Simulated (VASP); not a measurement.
# HfN (F-43m) in VASP: further runs, part 2 of 2

VASP 6.6.1. Earlier steps stand in the parts before.

**3. Single point, LDA (volume scaled by 1.06)**

Contents of INCAR:

```
  PREC = Accurate
  ENCUT = 520
  EDIFF = 1E-6
  ISMEAR = -1
  SIGMA = 0.05
  LREAL = F
  LASPH = T
  NELM = 100
  ALGO = Normal
  ISIF = 2
  LWAVE = F
  LCHARG = F
  NBANDS = 14
```

Contents of KPOINTS:

```
regular mesh
0
Gamma
  9 9 9
```

Contents of POSCAR:

```
HfN
1.0
    0.0000000000      2.5029679880      2.5029679880
    2.5029679880      0.0000000000      2.5029679880
    2.5029679880      2.5029679880      0.0000000000
Hf N
1 1
Direct
    0.0000000000      0.0000000000      0.0000000000
    0.2500000000      0.2500000000      0.2500000000
```

Potentials or basis: VASP PAW LDA potentials, release 64 (Hf_pv, N).

Run with:

```
$ cat potpaw_LDA.64/Hf_pv/POTCAR potpaw_LDA.64/N/POTCAR > POTCAR
$ mpirun -np 1 vasp_std > vasp.out
```

OUTCAR:

```text
PREC = Accurate
   ENCUT = 520
   EDIFF = 1E-6
   ISMEAR = -1
   LREAL = F
   LASPH = T
   NELM = 100
   ISIF = 2

 ion  position               nearest neighbor table
   1  0.000  0.000  0.000-   2 2.17   2 2.17   2 2.17   2 2.17
   2  0.250  0.250  0.250-   1 2.17   1 2.17   1 2.17   1 2.17

  LATTYP: Found a face centered cubic cell.
 ALAT       =     5.0059359760

  Lattice vectors:

 A1 = (   0.0000000000,   2.5029679880,   2.5029679880)
 A2 = (   2.5029679880,   0.0000000000,   2.5029679880)
 A3 = (   2.5029679880,   2.5029679880,   0.0000000000)

Analysis of symmetry for initial positions (statically):
=====================================================================
 Subroutine PRICEL returns:
 Original cell was already a primitive cell.

 Routine SETGRP: Setting up the symmetry group for a
 face centered cubic supercell.

 Subroutine GETGRP returns: Found 24 space group operations
 (whereof 24 operations were pure point group operations)
 out of a pool of 48 trial point group operations.

The static configuration has the point symmetry T_d .

Analysis of symmetry for dynamics (positions and initial velocities):
=====================================================================
 Subroutine PRICEL returns:
 Original cell was already a primitive cell.

 Routine SETGRP: Setting up the symmetry group for a
 face centered cubic supercell.

 Subroutine GETGRP returns: Found 24 space group operations
 (whereof 24 operations were pure point group operations)
 out of a pool of 48 trial point group operations.

The dynamic configuration has the point symmetry T_d .

 Subroutine INISYM returns: Found 24 space group operations
 (whereof 24 operations are pure point group operations),
 and found     1 'primitive' translations

----------------------------------------------------------------------------------------

                                     Primitive cell

  volume of cell :      31.3614

  direct lattice vectors                    reciprocal lattice vectors
     0.000000000  2.502967988  2.502967988    -0.199762843  0.199762843  0.199762843
     2.502967988  0.000000000  2.502967988     0.199762843 -0.199762843  0.199762843
     2.502967988  2.502967988  0.000000000     0.199762843  0.199762843 -0.199762843

  length of vectors
     3.539731275  3.539731275  3.539731275     0.345999393  0.345999393  0.345999393

  position of ions in fractional coordinates (direct lattice)
     0.000000000  0.000000000  0.000000000
     0.250000000  0.250000000  0.250000000

  ion indices of the primitive-cell ions
   primitive index   ion index
                 1           1
                 2           2

----------------------------------------------------------------------------------------

 KPOINTS: regular mesh

Automatic generation of k-mesh.
 Grid dimensions read from file:
 generate k-points for:    9    9    9

 Generating k-lattice:

  Cartesian coordinates                     Fractional coordinates (reciprocal lattice)
    -0.022195871  0.022195871  0.022195871     0.111111111  0.000000000  0.000000000
     0.022195871 -0.022195871  0.022195871     0.000000000  0.111111111  0.000000000
     0.022195871  0.022195871 -0.022195871     0.000000000  0.000000000  0.111111111

  Length of vectors
     0.038444377  0.038444377  0.038444377

  Shift w.r.t. Gamma in fractional coordinates (k-lattice)
     0.000000000  0.000000000  0.000000000

 Subroutine IBZKPT returns following result:
 ===========================================

 Found     35 irreducible k-points:

 Following reciprocal coordinates:
            Coordinates               Weight
  0.000000  0.000000  0.000000      1.000000
  0.111111  0.000000  0.000000      8.000000
  0.222222  0.000000  0.000000      8.000000
  0.333333  0.000000  0.000000      8.000000
  0.444444  0.000000  0.000000      8.000000
  0.111111  0.111111  0.000000      6.000000
[... 16 lines left out ...]
 -0.333333  0.333333  0.000000     12.000000
  0.444444  0.444444  0.000000      6.000000
 [... further k-points ...]
   k-points           NKPTS =     35   k-points in BZ     NKDIM =     35   number of bands    NBANDS=     14
   number of dos      NEDOS =    301   number of ions     NIONS =      2
   total plane-waves  NPLWV =  21952
   dimension x,y,z NGX =    28 NGY =   28 NGZ =   28
   dimension x,y,z NGXF=    56 NGYF=   56 NGZF=   56
   ions per type =               1   1
   NGX,Y,Z   is equivalent  to a cutoff of  13.15, 13.15, 13.15 a.u.
   NGXF,Y,Z  is equivalent  to a cutoff of  26.30, 26.30, 26.30 a.u.
 SYSTEM =  unknown system
   PREC   = accura    normal or accurate (medium, high low for compatibility)
   ISTART =      0    job   : 0-new  1-cont  2-samecut
   ICHARG =      2    charge: 1-file 2-atom 10-const
   ISPIN  =      1    spin polarized calculation?
   LNONCOLLINEAR =      F non collinear calculations
   LSORBIT =      F    spin-orbit coupling
   LASPH  =      T    aspherical Exc in radial PAW
   ENCUT  =  520.0 eV  38.22 Ry    6.18 a.u.   6.58  6.58  6.58*2*pi/ulx,y,z
   NELM   =    100;   NELMIN=  2; NELMDL= -5     # of ELM steps
   EDIFF  = 0.1E-05   stopping-criterion for ELM
   LREAL  =      F    real-space projection
   EDIFFG = 0.1E-04   stopping-criterion for IOM
   NSW    =      0    number of steps for IOM
   IBRION =     -1    ionic relax: 0-MD 1-quasi-New 2-CG
   NFREE  =      0    steps in history (QN), initial steepest desc. (CG)
   ISIF   =      2    stress and relaxation
   ISYM   =      2    0-nonsym 1-usesym 2-fastsym
   POTIM  = 0.5000    time-step for ionic-motion
   TEBEG  =    0.0;   TEEND  =   0.0 temperature during run
   PSTRESS=    0.0 pullay stress
   NELECT =      15.0000    total number of electrons
   NUPDOWN=      -1.0000    fix difference up-down
   EMIN   =  10.00;   EMAX   =-10.00  energy-range for DOS
   EFERMI =   0.00;   METHOD = LEGACY
   ISMEAR =    -1;   SIGMA  =   0.05  broadening in eV -4-tet -1-fermi 0-gaus
   EFERMI_NEDOS =   21; number of points for ismear=-14 and -15
   IALGO  =     38    algorithm
   IMIX   =      4    mixing-type and parameters
     AMIX     =   0.40;   BMIX     =  1.00
     AMIX_MAG =   1.60;   BMIX_MAG =  1.00
  volume/ion in A,a.u.               =      15.68       105.82
  Fermi-wavevector in a.u.,A,eV,Ry     =   1.280285  2.419388 22.301710  1.639129
  Thomas-Fermi vector in A             =   2.412722
   LORBIT       =      0    0 simple, 1 ext, 2 COOP (PROOUT), +10 PAW based schemes
   GGA     = CA    functional components
   LHFCALC =     F    Hartree Fock is set to
   AEXX    =    0.0000 exact exchange contribution
   IVDW    =     0    specifies the selected vdW correction
   LEPSILON=     F    determine dielectric tensor
   LRPA    =     F    only Hartree local field effects (RPA)
 non-spin polarized calculation
  energy-cutoff  :      520.00
  volume of cell :       31.36
 maximum number of plane-waves:       869
   NGX = 13   NGY = 13   NGZ = 13

 number of electron      14.9999998 magnetization

 Free energy of the ion-electron system (eV)
  ---------------------------------------------------
  ext. energy  EPLUGINS =         0.00000000
  ---------------------------------------------------
  free energy    TOTEN  =       -22.85658685 eV

  energy without entropy =      -22.85048084  energy(sigma->0) =      -22.85353384

 E-fermi :   5.1043     XC(G=0): -11.2354

 val. band max:        5.1035405049   @ k =  -0.2222   0.3333   0.1111
 cond. band min:       5.1765353932   @ k =   0.1111   0.1111   0.0000
 fundamental gap:      0.0729948883
 Fermi energy:         5.1042594181

 k-point     1 :       0.0000    0.0000    0.0000
  band No.  band energies     occupation
      1     -26.0204      2.00000
      2     -26.0204      2.00000
      3     -26.0204      2.00000
      4     -10.5006      2.00000
      5      -0.0664      2.00000
      6      -0.0664      2.00000
      7      -0.0664      2.00000
      8       4.3635      2.00000
      9       7.0998      0.00000
     10       7.0998      0.00000
     11      11.2830      0.00000
     12      11.2830      0.00000
     13      11.2830      0.00000
     14      16.2438      0.00000
[... 375 lines left out ...]
 k-point    24 :       0.4444    0.4444    0.0000
  band No.  band energies     occupation
      1     -26.3828      2.00000
      2     -26.1453      2.00000
      3     -26.1453      2.00000
      4      -9.2003      2.00000
      5      -1.4724      2.00000
      6       1.5479      2.00000
      7       1.5479      2.00000
      8       4.0515      2.00000
      9       7.2458      0.00000
     10       8.6663      0.00000
     11       9.5180      0.00000
     12       9.5180      0.00000
     13      13.3543      0.00000
     14      16.0361      0.00000

 [... further k-points ...]
[... 5 lines left out ...]
  --------------------------------------------------------------------------------------
  -------------------------------------------------------------------------------------
  Total       -3.7216945     -3.7216945     -3.7216945      0.0000000     -0.0000000      0.0000000
  in kB     -190.1320890   -190.1320890   -190.1320890      0.0000000     -0.0000000      0.0000000
  external PRESSURE =    -190.1320890 kB  Pullay stress =       0.0000000 kB

 VOLUME and BASIS-vectors are now :
 -----------------------------------------------------------------------------
  energy-cutoff  :      520.00
  volume of cell :       31.36
      direct lattice vectors                 reciprocal lattice vectors
     0.000000000  2.502967988  2.502967988    -0.199762843  0.199762843  0.199762843
     2.502967988  0.000000000  2.502967988     0.199762843 -0.199762843  0.199762843
     2.502967988  2.502967988  0.000000000     0.199762843  0.199762843 -0.199762843

 POSITION                                       TOTAL-FORCE (eV/Angst)
 -----------------------------------------------------------------------------------
      0.00000      0.00000      0.00000        -0.000000     -0.000000     -0.000000
      1.25148      1.25148      1.25148         0.000000      0.000000      0.000000
 -----------------------------------------------------------------------------------
    total drift:                               -0.000000     -0.000000     -0.000000

  FREE ENERGIE OF THE ION-ELECTRON SYSTEM (eV)
  ---------------------------------------------------
  free  energy   TOTEN  =       -22.8565868494 eV

  energy  without entropy=      -22.8504808388  energy(sigma->0) =      -22.85353384
```

OSZICAR:

```text
N       E                     dE             d eps       ncg     rms          rms(c)
DAV:   1     0.385169660762E+02    0.38517E+02   -0.78485E+03   988   0.973E+02
DAV:   2    -0.240446779338E+02   -0.62562E+02   -0.58663E+02  1334   0.223E+02
DAV:   3    -0.264732598271E+02   -0.24286E+01   -0.24159E+01  1154   0.358E+01
DAV:   4    -0.264870467290E+02   -0.13787E-01   -0.13785E-01  1178   0.325E+00
DAV:   5    -0.264871924871E+02   -0.14576E-03   -0.14576E-03  1160   0.301E-01    0.494E+01
DAV:   6    -0.231314441189E+02    0.33557E+01   -0.14069E+01   992   0.243E+01    0.373E+01
DAV:   7    -0.229028907310E+02    0.22855E+00   -0.81411E-01  1046   0.674E+00    0.245E+01
DAV:   8    -0.228674331197E+02    0.35458E-01   -0.17600E-01  1100   0.350E+00    0.697E+00
DAV:   9    -0.228567528316E+02    0.10680E-01   -0.25419E-02  1118   0.123E+00    0.161E+00
DAV:  10    -0.228566371166E+02    0.11572E-03   -0.13362E-03  1184   0.300E-01    0.298E-01
DAV:  11    -0.228565876914E+02    0.49425E-04   -0.15306E-04  1130   0.101E-01    0.662E-02
DAV:  12    -0.228565869674E+02    0.72397E-06   -0.12558E-05  1292   0.277E-02    0.243E-02
DAV:  13    -0.228565868494E+02    0.11801E-06   -0.35255E-07   664   0.556E-03
   1 F= -.22856587E+02 E0= -.22853534E+02  d E =-.610601E-02
```

stdout:

```text
POSCAR found type information on POSCAR HfN
 POSCAR found :  2 types and       2 ions
 scaLAPACK will be used
 LDA part: xc-table for (Slater(with rela. corr.)+CA(PZ))
 , standard interpolation
 POSCAR, INCAR and KPOINTS ok, starting setup
 FFT: planning ... GRIDC
 FFT: planning ... GRID_SOFT
 FFT: planning ... GRID
 WAVECAR not read
 entering main loop
```

Wall time 22 s (1 thread of AMD EPYC 7R43 (Zen 3), shared host); peak memory 0.11 GiB.

Results:

```
Free energy : -22.8566 eV
Pressure    : -19.0 GPa
```

Levels at points of the mesh, in eV from the Fermi level:
```csv
k point,band 6,band 7,band 8,band 9,band 10,band 11
"(0.00, 0.00, 0.00)",-5.17,-5.17,-0.74,2.00,2.00,6.18
```

Caveat: spin-orbit coupling is left out, which moves the levels of the heavy elements.

**4. Single point, PBEsol (volume scaled by 1.04)**

Changes to INCAR since step 3:

```diff
@@ -12,2 +12,3 @@
   LCHARG = F
+  GGA = PS
   NBANDS = 14
```

Contents of KPOINTS:

```
Automatic mesh
0
Gamma
  9 9 9
```

Contents of POSCAR:

```
HfN
1.0
    0.0000000000      2.4871259940      2.4871259940
    2.4871259940      0.0000000000      2.4871259940
    2.4871259940      2.4871259940      0.0000000000
Hf N
1 1
Direct
    0.0000000000      0.0000000000      0.0000000000
    0.2500000000      0.2500000000      0.2500000000
```

Potentials or basis: VASP PAW PBE potentials, release 64 (Hf_pv, N).

Run with:

```
$ cat potpaw_PBE.64/Hf_pv/POTCAR potpaw_PBE.64/N/POTCAR > POTCAR
$ mpirun -np 1 vasp_std > vasp.out
```

Run time: 25 s. Hardware: 1 thread of AMD EPYC 7R43 (Zen 3), shared host; peak memory 0.13 GiB.

Results (log left out):

```
Free energy : -22.1871 eV
Pressure    : -12.5 GPa
```

Levels at points of the mesh, in eV from the Fermi level:
```
           k point  band 4  band 5  band 6  band 7  band 8  band 9  band 10  band 11  band 12  band 13
(0.00, 0.00, 0.00)  -15.88   -5.25   -5.25   -5.25   -0.80    2.13     2.13     6.35     6.35     6.35
```

Caveat: the PAW data sets were made with another functional, which shifts forces and pressure a little; spin-orbit coupling is left out, which moves the levels of the heavy elements.

**5. The runs side by side**

| level | potentials or basis | cell | gap on the mesh (eV) | pressure (GPa) |
| --- | --- | --- | --- | --- |
| LDA | VASP PAW LDA potentials, release 64 (Hf_pv, N) | a = 3.517 Å, angles 60.0°, 2 atoms | none | -16.3 |
| LDA | VASP PAW LDA potentials, release 64 (Hf_pv, N) | a = 3.540 Å, angles 60.0°, 2 atoms | none | -19.0 |
| PBEsol | VASP PAW PBE potentials, release 64 (Hf_pv, N) | a = 3.517 Å, angles 60.0°, 2 atoms | none | -12.5 |

Alike in all rows: task single point; no spin polarisation; k mesh 9 × 9 × 9; cutoff (eV) 520; smearing fermi-dirac 0.05 eV.

Caveats: spin-orbit coupling is left out, which moves the levels of the heavy elements; the PAW data sets were made with another functional, which shifts forces and pressure a little (some runs).

Absolute energies hang on the potentials; compare differences alone.
